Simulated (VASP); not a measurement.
# Ru (P6_3/mmc) in VASP: notebook

Runs on Ru. Level: LDA. Tasks: single point, relaxation of volume and atoms at fixed shape.

Program: VASP 6.6.1. These are calculated values, not measurements. Logs are shortened: lines on timing, memory, paths and dates and some standing lists are left out, and cuts for length are marked.

## Step 1: The cell of the first run

It takes space group P6_3/mmc (No. 194, hexagonal). The conventional cell has a = 2.673 Å, b = 2.673 Å, c = 4.230 Å, α = 90.00°, β = 90.00°, γ = 120.00°. Within 3.5 Å of Ru (site symmetry -6m2) lie 12 Ru at 2.62 to 2.67 Å.

## Step 2: Single point, LDA

INCAR reads:

```
SYSTEM = Ru
PREC = Accurate ; ENCUT = 520
EDIFF = 1E-6 ; ISMEAR = 0
SIGMA = 0.05 ; LREAL = .False.
LASPH = .True. ; NELM = 80
ALGO = Normal ; ISIF = 2
LWAVE = .False. ; LCHARG = .True.
LELF = .True. ; LVHAR = .True.
NBANDS = 21
```

KPOINTS reads:

```
Automatic mesh
0
Gamma
  10 10 6
  0 0 0
```

POSCAR reads:

```
Ru
1.0
    2.6731985157      0.0000000000      0.0000000000
   -1.3365992578      2.3150578239      0.0000000000
    0.0000000000      0.0000000000      4.2303080771
Ru
2
Direct
    0.3333333333      0.6666666667      0.2500000000
    0.6666666667      0.3333333333      0.7500000000
```

Potentials or basis: VASP PAW LDA potentials, release 64 (Ru_pv).

Command:

```bash
$ cat potpaw_LDA.64/Ru_pv/POTCAR > POTCAR
$ mpirun -np 1 vasp_std > vasp.out
```

OUTCAR:

```text
SYSTEM = Ru
   PREC = Accurate
   ENCUT = 520
   EDIFF = 1E-6
   ISMEAR = 0
   LREAL = .False.
   LASPH = .True.
   NELM = 80
   ISIF = 2

 ion  position               nearest neighbor table
   1  0.333  0.667  0.250-   2 2.62   2 2.62   2 2.62   2 2.62   2 2.62   2 2.62
   2  0.667  0.333  0.750-   1 2.62   1 2.62   1 2.62   1 2.62   1 2.62   1 2.62

  LATTYP: Found a hexagonal cell.
 ALAT       =     2.6731985157
 C/A-ratio  =     1.5824893109

  Lattice vectors:

 A1 = (   2.6731985157,   0.0000000000,   0.0000000000)
 A2 = (  -1.3365992578,   2.3150578239,   0.0000000000)
 A3 = (   0.0000000000,   0.0000000000,   4.2303080771)

Analysis of symmetry for initial positions (statically):
=====================================================================
 Subroutine PRICEL returns:
 Original cell was already a primitive cell.

 Routine SETGRP: Setting up the symmetry group for a
 hexagonal supercell.

 Subroutine GETGRP returns: Found 24 space group operations
 (whereof 12 operations were pure point group operations)
 out of a pool of 24 trial point group operations.

The static configuration has the point symmetry D_3d.
 The point group associated with its full space group is D_6h.

Analysis of symmetry for dynamics (positions and initial velocities):
=====================================================================
 Subroutine PRICEL returns:
 Original cell was already a primitive cell.

 Routine SETGRP: Setting up the symmetry group for a
 hexagonal supercell.

 Subroutine GETGRP returns: Found 24 space group operations
 (whereof 12 operations were pure point group operations)
 out of a pool of 24 trial point group operations.

The dynamic configuration has the point symmetry D_3d.
 The point group associated with its full space group is D_6h.

 Subroutine INISYM returns: Found 24 space group operations
 (whereof 12 operations are pure point group operations),
 and found     1 'primitive' translations

----------------------------------------------------------------------------------------

                                     Primitive cell

  volume of cell :      26.1797

  direct lattice vectors                    reciprocal lattice vectors
     2.673198516  0.000000000  0.000000000     0.374083703  0.215977327  0.000000000
    -1.336599258  2.315057824  0.000000000     0.000000000  0.431954653  0.000000000
     0.000000000  0.000000000  4.230308077     0.000000000  0.000000000  0.236389403

  length of vectors
     2.673198516  2.673198516  4.230308077     0.431954653  0.431954653  0.236389403

  position of ions in fractional coordinates (direct lattice)
     0.333333333  0.666666667  0.250000000
     0.666666667  0.333333333  0.750000000

  ion indices of the primitive-cell ions
   primitive index   ion index
                 1           1
                 2           2

----------------------------------------------------------------------------------------

 KPOINTS: Automatic mesh

Automatic generation of k-mesh.
 Grid dimensions read from file:
 generate k-points for:   10   10    6

 Generating k-lattice:

  Cartesian coordinates                     Fractional coordinates (reciprocal lattice)
     0.037408370  0.021597733  0.000000000     0.100000000  0.000000000  0.000000000
     0.000000000  0.043195465  0.000000000     0.000000000  0.100000000  0.000000000
     0.000000000  0.000000000  0.039398234     0.000000000  0.000000000  0.166666667

  Length of vectors
     0.043195465  0.043195465  0.039398234

  Shift w.r.t. Gamma in fractional coordinates (k-lattice)
     0.000000000  0.000000000  0.000000000

 Subroutine IBZKPT returns following result:
 ===========================================

 Found     56 irreducible k-points:

 Following reciprocal coordinates:
            Coordinates               Weight
  0.000000  0.000000  0.000000      1.000000
  0.100000  0.000000  0.000000      6.000000
  0.200000  0.000000  0.000000      6.000000
  0.300000 -0.000000  0.000000      6.000000
  0.400000  0.000000  0.000000      6.000000
  0.500000  0.000000  0.000000      3.000000
[... 16 lines left out ...]
  0.300000  0.100000  0.166667     24.000000
  0.400000  0.100000  0.166667     24.000000
 [... further k-points ...]
   k-points           NKPTS =     56   k-points in BZ     NKDIM =     56   number of bands    NBANDS=     21
   number of dos      NEDOS =    301   number of ions     NIONS =      2
   total plane-waves  NPLWV =  12800
   dimension x,y,z NGX =    20 NGY =   20 NGZ =   32
   dimension x,y,z NGXF=    40 NGYF=   40 NGZF=   64
   ions per type =               2
   NGX,Y,Z   is equivalent  to a cutoff of  12.44, 12.44, 12.58 a.u.
   NGXF,Y,Z  is equivalent  to a cutoff of  24.88, 24.88, 25.15 a.u.
 SYSTEM =  Ru
   PREC   = accura    normal or accurate (medium, high low for compatibility)
   ISTART =      0    job   : 0-new  1-cont  2-samecut
   ICHARG =      2    charge: 1-file 2-atom 10-const
   ISPIN  =      1    spin polarized calculation?
   LNONCOLLINEAR =      F non collinear calculations
   LSORBIT =      F    spin-orbit coupling
   LASPH  =      T    aspherical Exc in radial PAW
   ENCUT  =  520.0 eV  38.22 Ry    6.18 a.u.   4.97  4.97  7.87*2*pi/ulx,y,z
   NELM   =     80;   NELMIN=  2; NELMDL= -5     # of ELM steps
   EDIFF  = 0.1E-05   stopping-criterion for ELM
   LREAL  =      F    real-space projection
   EDIFFG = 0.1E-04   stopping-criterion for IOM
   NSW    =      0    number of steps for IOM
   IBRION =     -1    ionic relax: 0-MD 1-quasi-New 2-CG
   NFREE  =      0    steps in history (QN), initial steepest desc. (CG)
   ISIF   =      2    stress and relaxation
   ISYM   =      2    0-nonsym 1-usesym 2-fastsym
   POTIM  = 0.5000    time-step for ionic-motion
   TEBEG  =    0.0;   TEEND  =   0.0 temperature during run
   PSTRESS=    0.0 pullay stress
   NELECT =      28.0000    total number of electrons
   NUPDOWN=      -1.0000    fix difference up-down
   EMIN   =  10.00;   EMAX   =-10.00  energy-range for DOS
   EFERMI =   0.00;   METHOD = LEGACY
   ISMEAR =     0;   SIGMA  =   0.05  broadening in eV -4-tet -1-fermi 0-gaus
   EFERMI_NEDOS =   21; number of points for ismear=-14 and -15
   IALGO  =     38    algorithm
   IMIX   =      4    mixing-type and parameters
     AMIX     =   0.40;   BMIX     =  1.00
     AMIX_MAG =   1.60;   BMIX_MAG =  1.00
  volume/ion in A,a.u.               =      13.09        88.33
  Fermi-wavevector in a.u.,A,eV,Ry     =   1.674194  3.163768 38.136125  2.802926
  Thomas-Fermi vector in A             =   2.759032
   LORBIT       =      0    0 simple, 1 ext, 2 COOP (PROOUT), +10 PAW based schemes
   GGA     = CA    functional components
   LHFCALC =     F    Hartree Fock is set to
   AEXX    =    0.0000 exact exchange contribution
   IVDW    =     0    specifies the selected vdW correction
   LEPSILON=     F    determine dielectric tensor
   LRPA    =     F    only Hartree local field effects (RPA)
 non-spin polarized calculation
 Gauss-broadening in eV      SIGMA  =   0.05
  energy-cutoff  :      520.00
  volume of cell :       26.18
 maximum number of plane-waves:       723
 NGX is ok and might be reduce to    20
   NGX =  9   NGY =  9   NGZ = 15

 number of electron      27.9999992 magnetization

 Free energy of the ion-electron system (eV)
  ---------------------------------------------------
  ext. energy  EPLUGINS =         0.00000000
  ---------------------------------------------------
  free energy    TOTEN  =       -21.36830941 eV

  energy without entropy =      -21.36491919  energy(sigma->0) =      -21.36661430

 E-fermi :  13.4162     XC(G=0): -14.6069

 val. band max:       13.4159718813   @ k =   0.3000   0.1000   0.1667
 cond. band min:      13.4583733973   @ k =   0.3000  -0.0000   0.0000
 fundamental gap:      0.0424015161
 Fermi energy:        13.4161916476

 k-point     1 :       0.0000    0.0000    0.0000
  band No.  band energies     occupation
      1     -30.2360      2.00000
      2     -29.1639      2.00000
      3     -29.1639      2.00000
      4     -28.9706      2.00000
      5     -28.9706      2.00000
      6     -28.9262      2.00000
[... 13 lines left out ...]
     20      23.3126      0.00000
     21      24.1145      0.00000

 k-point     2 :       0.1000    0.0000    0.0000
  band No.  band energies     occupation
      1     -30.1973      2.00000
      2     -29.2465      2.00000
      3     -29.1916      2.00000
      4     -29.0564      2.00000
      5     -28.9818      2.00000
      6     -28.9443      2.00000
[... 13 lines left out ...]
     20      23.3125      0.00000
     21      24.0540      0.00000

 k-point     3 :       0.2000    0.0000    0.0000
  band No.  band energies     occupation
      1     -30.0886      2.00000
      2     -29.4626      2.00000
      3     -29.2742      2.00000
      4     -29.2609      2.00000
      5     -29.0137      2.00000
      6     -28.9986      2.00000
[... 13 lines left out ...]
     20      23.3125      0.00000
     21      23.8514      0.00000

 k-point     4 :       0.3000   -0.0000    0.0000
  band No.  band energies     occupation
      1     -29.9323      2.00000
      2     -29.7290      2.00000
      3     -29.5311      2.00000
      4     -29.3423      2.00000
      5     -29.0875      2.00000
      6     -29.0564      2.00000
[... 13 lines left out ...]
     20      23.3123      0.00000
     21      23.5904      0.00000

 k-point     5 :       0.4000    0.0000    0.0000
  band No.  band energies     occupation
      1     -29.9433      2.00000
      2     -29.7686      2.00000
      3     -29.7302      2.00000
      4     -29.4057      2.00000
      5     -29.1961      2.00000
      6     -29.0925      2.00000
[... 13 lines left out ...]
     20      23.3122      0.00000
     21      24.4061      0.00000
[... 382 lines left out ...]
     20      23.3125      0.00000
     21      25.3862      0.00000

 k-point    22 :       0.2000    0.1000    0.1667
  band No.  band energies     occupation
      1     -29.9758      2.00000
      2     -29.5622      2.00000
      3     -29.4987      2.00000
      4     -29.2966      2.00000
      5     -29.0964      2.00000
      6     -29.0540      2.00000
[... 13 lines left out ...]
     20      23.3124      0.00000
     21      25.5292      0.00000

 k-point    23 :       0.3000    0.1000    0.1667
  band No.  band energies     occupation
      1     -29.9577      2.00000
      2     -29.7516      2.00000
      3     -29.6121      2.00000
      4     -29.3914      2.00000
      5     -29.1682      2.00000
      6     -29.1173      2.00000
[... 13 lines left out ...]
     20      23.3122      0.00000
     21      25.0640      0.00000

 k-point    24 :       0.4000    0.1000    0.1667
  band No.  band energies     occupation
      1     -30.0422      2.00000
      2     -29.8441      2.00000
      3     -29.5920      2.00000
      4     -29.4304      2.00000
      5     -29.2426      2.00000
      6     -29.1598      2.00000
[... 13 lines left out ...]
     20      23.3115      0.00000
     21      24.3705      0.00000

 [... further k-points ...]
[... 5 lines left out ...]
  --------------------------------------------------------------------------------------
  -------------------------------------------------------------------------------------
  Total        0.4337242      0.4337242     -0.3954518      0.0000000     -0.0000000     -0.0000000
  in kB       26.5435581     26.5435581    -24.2013241      0.0000000     -0.0000000     -0.0000000
  external PRESSURE =       9.6285974 kB  Pullay stress =       0.0000000 kB

 VOLUME and BASIS-vectors are now :
 -----------------------------------------------------------------------------
  energy-cutoff  :      520.00
  volume of cell :       26.18
      direct lattice vectors                 reciprocal lattice vectors
     2.673198516  0.000000000  0.000000000     0.374083703  0.215977327  0.000000000
    -1.336599258  2.315057824  0.000000000     0.000000000  0.431954653  0.000000000
     0.000000000  0.000000000  4.230308077     0.000000000  0.000000000  0.236389403

 POSITION                                       TOTAL-FORCE (eV/Angst)
 -----------------------------------------------------------------------------------
     -0.00000      1.54337      1.05758        -0.000000      0.000000      0.000000
      1.33660      0.77169      3.17273         0.000000     -0.000000      0.000000
 -----------------------------------------------------------------------------------
    total drift:                               -0.000000      0.000000     -0.000000

  FREE ENERGIE OF THE ION-ELECTRON SYSTEM (eV)
  ---------------------------------------------------
  free  energy   TOTEN  =       -21.3683094145 eV

  energy  without entropy=      -21.3649191943  energy(sigma->0) =      -21.36661430
```

Wall time 9.1 s (1 thread of Intel Xeon 6975P-C (Granite Rapids), shared host); peak memory 0.14 GiB.

Results:

```
Free energy            : -21.3683 eV
Pressure               : 1.0 GPa
Band gap on the k mesh : zero (band 14 reaches 15.10 eV, above the bottom of band 15 at 11.67 eV)
```

Levels at points of the mesh, in eV from the Fermi level:
| k point | band 12 | band 13 | band 14 | band 15 | band 16 | band 17 |
| --- | --- | --- | --- | --- | --- | --- |
| (0.00, 0.00, 0.00) | -2.08 | -2.08 | -1.51 | -1.51 | 1.22 | 1.22 |
| (0.50, 0.00, 0.00) | -1.90 | -1.65 | 1.49 | 1.94 | 2.02 | 4.24 |
| (0.00, 0.00, 0.50) | -2.98 | -2.88 | -2.88 | 0.55 | 0.55 | 0.55 |
| (0.50, 0.00, 0.50) | -1.16 | 0.44 | 0.44 | 1.76 | 1.76 | 3.50 |

## Step 3: Relaxation of volume and atoms at fixed shape, LDA

This run uses another cell than the first one, of 13.57 Å³/atom, 1.037 times its volume.

INCAR reads:

```
SYSTEM = Ru
PREC     = Accurate       ! precision mode
ENCUT    = 600            ! plane-wave cutoff, eV
EDIFF    = 1E-7           ! SCF threshold, eV
ISMEAR   = 0              ! smearing method
SIGMA    = 0.05           ! smearing width, eV
LREAL    = .False.        ! projectors in reciprocal space
LASPH    = .True.         ! aspherical terms in the spheres
NELM     = 100            ! most SCF steps
ALGO     = Normal         ! electronic algorithm
ISIF     = 8              ! what is computed and relaxed
LWAVE    = .False.        ! write WAVECAR
LCHARG   = .False.        ! write CHGCAR
IBRION   = 2              ! ionic algorithm
NSW      = 60             ! ionic steps
EDIFFG   = -0.01          ! ionic threshold
```

KPOINTS reads:

```
regular mesh
0
Gamma
  10 10 6
  0 0 0
```

POSCAR reads:

```
Ru
1.0
    2.7058000000      0.0000000000      0.0000000000
   -1.3529000000      2.3432920000      0.0000000000
    0.0000000000      0.0000000000      4.2819000000
Ru
2
Direct
    0.3333333333      0.6666666667      0.2500000000
    0.6666666667      0.3333333333      0.7500000000
```

Potentials or basis: VASP PAW LDA potentials, release 64 (Ru_pv).

Command:

```bash
$ cat potpaw_LDA.64/Ru_pv/POTCAR > POTCAR
$ mpirun -np 1 vasp_std > vasp.out
```

Run time: 26 s. Hardware: 1 thread of Intel Xeon 6975P-C (Granite Rapids), shared host; peak memory 0.16 GiB.

The run converged. Its results:

```yaml
Free_energy: -21.3694 eV
Relaxed_volume: 13.13 Å³/atom
Relaxed_cell: a = 2.676 Å, b = 2.676 Å, c = 4.234 Å, α = 90.00°, β = 90.00°, γ = 120.00°
Space_group_after_relaxing_to_0.05_Å: P6_3/mmc (No. 194)
Energy_gained_by_relaxing: 16.5 meV/atom
Ionic_steps: 4
Pressure_after_relaxing: -0.1 GPa
Band_gap_on_the_k_mesh: zero (band 14 reaches 15.03 eV, above the bottom of band 15 at 11.63 eV)
```

Stress tensor (GPa, compression positive):
```
 1.62  0.00  0.00
 0.00  1.62  0.00
 0.00  0.00 -3.47
```

Step by step:
```csv
step,energy change (eV),largest force (eV/Å),pressure (GPa),volume (Å³)
1,0.0000,0.0000,-11.45,27.15
2,0.3726,0.0000,52.77,23.51
3,-0.0330,0.0000,-0.57,26.29
4,-0.0331,0.0000,-0.08,26.26
```

Final structure:
```xyz
2
Lattice="2.6758 0.0000 0.0000 -1.3379 2.3173 0.0000 0.0000 0.0000 4.2345" Properties=species:S:1:pos:R:3 pbc="T T T"
Ru    0.0000    1.5449    1.0586
Ru    1.3379    0.7724    3.1758
```

Levels at points of the mesh, in eV from the Fermi level:
```csv
k point,band 11,band 12,band 13,band 14,band 15,band 16,band 17,band 18
"(0.00, 0.00, 0.00)",-2.61,-2.07,-2.07,-1.50,-1.50,1.22,1.22,1.30
"(0.50, 0.00, 0.00)",-2.21,-1.89,-1.64,1.48,1.93,2.01,4.23,6.32
"(0.00, 0.00, 0.50)",-2.96,-2.96,-2.87,-2.87,0.55,0.55,0.55,0.55
"(0.50, 0.00, 0.50)",-1.15,-1.15,0.43,0.43,1.75,1.75,3.49,3.49
```
